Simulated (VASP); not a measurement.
# K (P6_3/mmc) in VASP: single point with PBEsol

Aim: the single point of K with PBEsol.

Everything below comes from runs of VASP 6.6.1. Logs are shortened: lines on timing, memory, paths and dates and some standing lists are left out, and cuts for length are marked.

**1. The cell of the first run**

The structure is hexagonal, space group P6_3/mmc (No. 194). The conventional cell has a = 4.768 Å, b = 4.768 Å, c = 15.699 Å, α = 90.00°, β = 90.00°, γ = 120.00°.

This isn't the form of K at room conditions, which is bcc.

**2. Single point, PBEsol**

File INCAR:

```
PREC = Accurate
ENCUT = 520
EDIFF = 1E-7
ISMEAR = 1
SIGMA = 0.05
LREAL = False
LASPH = True
NELM = 80
ALGO = Normal
ISIF = 2
LWAVE = False
LCHARG = False
GGA = PS
NBANDS = 26
```

File KPOINTS:

```
Automatic mesh
0
Gamma
  6 6 2
```

File POSCAR:

```
K
1.0
    4.7684340000      0.0000000000      0.0000000000
   -2.3842170000      4.1295850000      0.0000000000
    0.0000000000      0.0000000000     15.6992010000
K
4
Direct
    0.0000000000      0.0000000000      0.0000000000
    0.3333330000      0.6666670000      0.7500000000
    0.0000000000      0.0000000000      0.5000000000
    0.6666670000      0.3333330000      0.2500000000
```

Potentials or basis: VASP PAW PBE potentials, release 64 (K_sv).

Started as:

```
cat potpaw_PBE.64/K_sv/POTCAR > POTCAR
mpirun -np 1 vasp_std > vasp.out
```

OUTCAR:

```text
PREC = Accurate
   ENCUT = 520
   EDIFF = 1E-7
   ISMEAR = 1
   LREAL = False
   LASPH = True
   NELM = 80
   ISIF = 2
   GGA = PS

 ion  position               nearest neighbor table
   1  0.000  0.000  0.000-
   2  0.333  0.667  0.750-
   3  0.000  0.000  0.500-
   4  0.667  0.333  0.250-

  LATTYP: Found a hexagonal cell.
 ALAT       =     4.7684340000
 C/A-ratio  =     3.2923179811

  Lattice vectors:

 A1 = (   4.7684340000,   0.0000000000,   0.0000000000)
 A2 = (  -2.3842170000,   4.1295850000,   0.0000000000)
 A3 = (   0.0000000000,   0.0000000000,  15.6992010000)

Analysis of symmetry for initial positions (statically):
=====================================================================
 Subroutine PRICEL returns:
 Original cell was already a primitive cell.

 Routine SETGRP: Setting up the symmetry group for a
 hexagonal supercell.

 Subroutine GETGRP returns: Found 24 space group operations
 (whereof 12 operations were pure point group operations)
 out of a pool of 24 trial point group operations.

The static configuration has the point symmetry D_3d.
 The point group associated with its full space group is D_6h.

Analysis of symmetry for dynamics (positions and initial velocities):
=====================================================================
 Subroutine PRICEL returns:
 Original cell was already a primitive cell.

 Routine SETGRP: Setting up the symmetry group for a
 hexagonal supercell.

 Subroutine GETGRP returns: Found 24 space group operations
 (whereof 12 operations were pure point group operations)
 out of a pool of 24 trial point group operations.

The dynamic configuration has the point symmetry D_3d.
 The point group associated with its full space group is D_6h.

 Subroutine INISYM returns: Found 24 space group operations
 (whereof 12 operations are pure point group operations),
 and found     1 'primitive' translations

----------------------------------------------------------------------------------------

                                     Primitive cell

  volume of cell :     309.1432

  direct lattice vectors                    reciprocal lattice vectors
     4.768434000  0.000000000  0.000000000     0.209712455  0.121077542  0.000000000
    -2.384217000  4.129585000  0.000000000     0.000000000  0.242155083  0.000000000
     0.000000000  0.000000000 15.699201000     0.000000000  0.000000000  0.063697509

  length of vectors
     4.768434000  4.768434017 15.699201000     0.242155084  0.242155083  0.063697509

  position of ions in fractional coordinates (direct lattice)
     0.000000000  0.000000000  0.000000000
     0.333333000  0.666667000  0.750000000
     0.000000000  0.000000000  0.500000000
     0.666667000  0.333333000  0.250000000

  ion indices of the primitive-cell ions
   primitive index   ion index
                 1           1
                 2           2
                 3           3
                 4           4

----------------------------------------------------------------------------------------

 KPOINTS: Automatic mesh

Automatic generation of k-mesh.
 Grid dimensions read from file:
 generate k-points for:    6    6    2

 Generating k-lattice:

  Cartesian coordinates                     Fractional coordinates (reciprocal lattice)
     0.034952076  0.020179590  0.000000000     0.166666667  0.000000000  0.000000000
     0.000000000  0.040359181  0.000000000     0.000000000  0.166666667  0.000000000
     0.000000000  0.000000000  0.031848755     0.000000000  0.000000000  0.500000000

  Length of vectors
     0.040359181  0.040359181  0.031848755

  Shift w.r.t. Gamma in fractional coordinates (k-lattice)
     0.000000000  0.000000000  0.000000000

 Subroutine IBZKPT returns following result:
 ===========================================

 Found     14 irreducible k-points:

 Following reciprocal coordinates:
            Coordinates               Weight
  0.000000  0.000000  0.000000      1.000000
  0.166667 -0.000000  0.000000      6.000000
  0.333333  0.000000  0.000000      6.000000
  0.500000 -0.000000  0.000000      3.000000
  0.166667  0.166667  0.000000      6.000000
  0.333333  0.166667  0.000000     12.000000
  0.333333  0.333333  0.000000      2.000000
  0.000000  0.000000  0.500000      1.000000
  0.166667 -0.000000  0.500000      6.000000
  0.333333  0.000000  0.500000      6.000000
  0.500000 -0.000000  0.500000      3.000000
  0.166667  0.166667  0.500000      6.000000
  0.333333  0.166667  0.500000     12.000000
  0.333333  0.333333  0.500000      2.000000
   k-points           NKPTS =     14   k-points in BZ     NKDIM =     14   number of bands    NBANDS=     26
   number of dos      NEDOS =    301   number of ions     NIONS =      4
   total plane-waves  NPLWV = 155520
   dimension x,y,z NGX =    36 NGY =   36 NGZ =  120
   dimension x,y,z NGXF=    72 NGYF=   72 NGZF=  240
   ions per type =               4
   NGX,Y,Z   is equivalent  to a cutoff of  12.55, 12.55, 12.71 a.u.
   NGXF,Y,Z  is equivalent  to a cutoff of  25.10, 25.10, 25.41 a.u.
 SYSTEM =  unknown system
   PREC   = accura    normal or accurate (medium, high low for compatibility)
   ISTART =      0    job   : 0-new  1-cont  2-samecut
   ICHARG =      2    charge: 1-file 2-atom 10-const
   ISPIN  =      1    spin polarized calculation?
   LNONCOLLINEAR =      F non collinear calculations
   LSORBIT =      F    spin-orbit coupling
   LASPH  =      T    aspherical Exc in radial PAW
   ENCUT  =  520.0 eV  38.22 Ry    6.18 a.u.   8.87  8.87 29.19*2*pi/ulx,y,z
   NELM   =     80;   NELMIN=  2; NELMDL= -5     # of ELM steps
   EDIFF  = 0.1E-06   stopping-criterion for ELM
   LREAL  =      F    real-space projection
   EDIFFG = 0.1E-05   stopping-criterion for IOM
   NSW    =      0    number of steps for IOM
   IBRION =     -1    ionic relax: 0-MD 1-quasi-New 2-CG
   NFREE  =      0    steps in history (QN), initial steepest desc. (CG)
   ISIF   =      2    stress and relaxation
   ISYM   =      2    0-nonsym 1-usesym 2-fastsym
   POTIM  = 0.5000    time-step for ionic-motion
   TEBEG  =    0.0;   TEEND  =   0.0 temperature during run
   PSTRESS=    0.0 pullay stress
   NELECT =      36.0000    total number of electrons
   NUPDOWN=      -1.0000    fix difference up-down
   EMIN   =  10.00;   EMAX   =-10.00  energy-range for DOS
   EFERMI =   0.00;   METHOD = LEGACY
   ISMEAR =     1;   SIGMA  =   0.05  broadening in eV -4-tet -1-fermi 0-gaus
   EFERMI_NEDOS =   21; number of points for ismear=-14 and -15
   IALGO  =     38    algorithm
   IMIX   =      4    mixing-type and parameters
     AMIX     =   0.40;   BMIX     =  1.00
     AMIX_MAG =   1.60;   BMIX_MAG =  1.00
  volume/ion in A,a.u.               =      77.29       521.55
  Fermi-wavevector in a.u.,A,eV,Ry     =   0.799446  1.510734  8.695671  0.639114
  Thomas-Fermi vector in A             =   1.906551
   LORBIT       =      0    0 simple, 1 ext, 2 COOP (PROOUT), +10 PAW based schemes
   GGA     = PS    functional components
   LHFCALC =     F    Hartree Fock is set to
   AEXX    =    0.0000 exact exchange contribution
   IVDW    =     0    specifies the selected vdW correction
   LEPSILON=     F    determine dielectric tensor
   LRPA    =     F    only Hartree local field effects (RPA)
 non-spin polarized calculation
 Methfessel and Paxton  Order N= 1 SIGMA  =   0.05
  energy-cutoff  :      520.00
  volume of cell :      309.14
 maximum number of plane-waves:      8388
 NGX is ok and might be reduce to    36
   NGX = 17   NGY = 17   NGZ = 59

 number of electron      36.0000002 magnetization

 Free energy of the ion-electron system (eV)
  ---------------------------------------------------
  ext. energy  EPLUGINS =         0.00000000
  ---------------------------------------------------
  free energy    TOTEN  =        -4.51592273 eV

  energy without entropy =       -4.51582941  energy(sigma->0) =       -4.51589162

 E-fermi :  -0.3585     XC(G=0):  -5.5743

 val. band max:       -0.3933093695   @ k =   0.3333   0.1667   0.5000
 cond. band min:      -0.1638967625   @ k =   0.1667   0.1667   0.5000
 fundamental gap:      0.2294126071
 Fermi energy:        -0.3585287719

 k-point     1 :       0.0000    0.0000    0.0000
  band No.  band energies     occupation
      1     -32.2916      2.00000
      2     -32.2904      2.00000
      3     -32.2900      2.00000
      4     -32.2888      2.00000
      5     -15.8609      2.00000
      6     -15.8339      2.00000
[... 18 lines left out ...]
     25       3.7399      0.00000
     26       3.8221      0.00000

 k-point     2 :       0.1667   -0.0000    0.0000
  band No.  band energies     occupation
      1     -32.2910      2.00000
      2     -32.2899      2.00000
      3     -32.2895      2.00000
      4     -32.2884      2.00000
      5     -15.8561      2.00000
      6     -15.8358      2.00000
[... 18 lines left out ...]
     25       3.0965      0.00000
     26       3.1056      0.00000

 k-point     3 :       0.3333    0.0000    0.0000
  band No.  band energies     occupation
      1     -32.2895      2.00000
      2     -32.2889      2.00000
      3     -32.2885      2.00000
      4     -32.2878      2.00000
      5     -15.8512      2.00000
      6     -15.8508      2.00000
[... 18 lines left out ...]
     25       2.4658      0.00000
     26       2.5302      0.00000

 k-point     4 :       0.5000   -0.0000    0.0000
  band No.  band energies     occupation
      1     -32.2887      2.00000
      2     -32.2883      2.00000
      3     -32.2880      2.00000
      4     -32.2877      2.00000
      5     -15.8612      2.00000
      6     -15.8600      2.00000
[... 18 lines left out ...]
     25       1.8037      0.00000
     26       2.1330      0.00000
[... 206 lines left out ...]
      1     -32.2896      2.00000
      2     -32.2896      2.00000
      3     -32.2882      2.00000
      4     -32.2882      2.00000
      5     -15.8478      2.00000
      6     -15.8478      2.00000
[... 18 lines left out ...]
     25       2.5425      0.00000
     26       2.5425      0.00000

 k-point    13 :       0.3333    0.1667    0.5000
  band No.  band energies     occupation
      1     -32.2885      2.00000
      2     -32.2885      2.00000
      3     -32.2878      2.00000
      4     -32.2878      2.00000
      5     -15.8531      2.00000
      6     -15.8531      2.00000
[... 18 lines left out ...]
     25       1.9794      0.00000
     26       1.9794      0.00000

 k-point    14 :       0.3333    0.3333    0.5000
  band No.  band energies     occupation
      1     -32.2881      2.00000
      2     -32.2881      2.00000
      3     -32.2877      2.00000
      4     -32.2877      2.00000
      5     -15.8485      2.00000
      6     -15.8485      2.00000
[... 18 lines left out ...]
     25       1.6049      0.00000
     26       1.6049      0.00000

------------------------ aborting loop because EDIFF is reached ----------------------------------------

  FORCE on cell =-STRESS in cart. coord.  units (eV):
  Direction    XX          YY          ZZ          XY          YZ          ZX
  --------------------------------------------------------------------------------------
  -------------------------------------------------------------------------------------
  Total       -0.3356897     -0.3356897     -0.9074942     -0.0000000      0.0000000     -0.0000000
  in kB       -1.7397580     -1.7397581     -4.7032136     -0.0000000      0.0000000     -0.0000000
  external PRESSURE =      -2.7275766 kB  Pullay stress =       0.0000000 kB

 VOLUME and BASIS-vectors are now :
 -----------------------------------------------------------------------------
  energy-cutoff  :      520.00
  volume of cell :      309.14
      direct lattice vectors                 reciprocal lattice vectors
     4.768434000  0.000000000  0.000000000     0.209712455  0.121077542  0.000000000
    -2.384217000  4.129585000  0.000000000     0.000000000  0.242155083  0.000000000
     0.000000000  0.000000000 15.699201000     0.000000000  0.000000000  0.063697509

 POSITION                                       TOTAL-FORCE (eV/Angst)
 -----------------------------------------------------------------------------------
      0.00000      0.00000      0.00000        -0.000000      0.000000      0.000000
     -0.00000      2.75306     11.77440         0.000000     -0.000000     -0.000000
      0.00000      0.00000      7.84960        -0.000000      0.000000      0.000000
      2.38422      1.37653      3.92480        -0.000000      0.000000      0.000000
 -----------------------------------------------------------------------------------
    total drift:                                0.000000     -0.000000      0.000000

  FREE ENERGIE OF THE ION-ELECTRON SYSTEM (eV)
  ---------------------------------------------------
  free  energy   TOTEN  =        -4.5159227263 eV

  energy  without entropy=       -4.5158294125  energy(sigma->0) =       -4.51589162
```

Run time: 3.9 min. Hardware: 1 thread of Intel Xeon 8259CL, shared host; peak memory 0.41 GiB.

Results:

```yaml
Free_energy: -4.5159 eV
Pressure: -0.3 GPa
Band_gap_on_the_k_mesh: zero (bands 18 and 19 overlap by 2.31 eV)
```

Levels at points of the mesh, in eV from the Fermi level:
```csv
k point,band 14,band 15,band 16,band 17,band 18,band 19,band 20,band 21,band 22,band 23
"(0.00, 0.00, 0.00)",-15.45,-15.45,-15.45,-2.00,-1.32,-1.32,0.38,0.60,2.76,2.76
"(0.50, 0.00, 0.00)",-15.46,-15.46,-15.45,0.25,0.31,0.73,0.73,0.89,0.92,1.86
"(0.00, 0.00, 0.50)",-15.45,-15.45,-15.45,-1.83,-1.83,-0.53,-0.53,1.63,1.63,3.74
"(0.50, 0.00, 0.50)",-15.46,-15.46,-15.46,0.36,0.36,0.47,0.47,1.31,1.31,1.55
```

Caveat: the PAW data sets were made with another functional, which shifts forces and pressure a little.
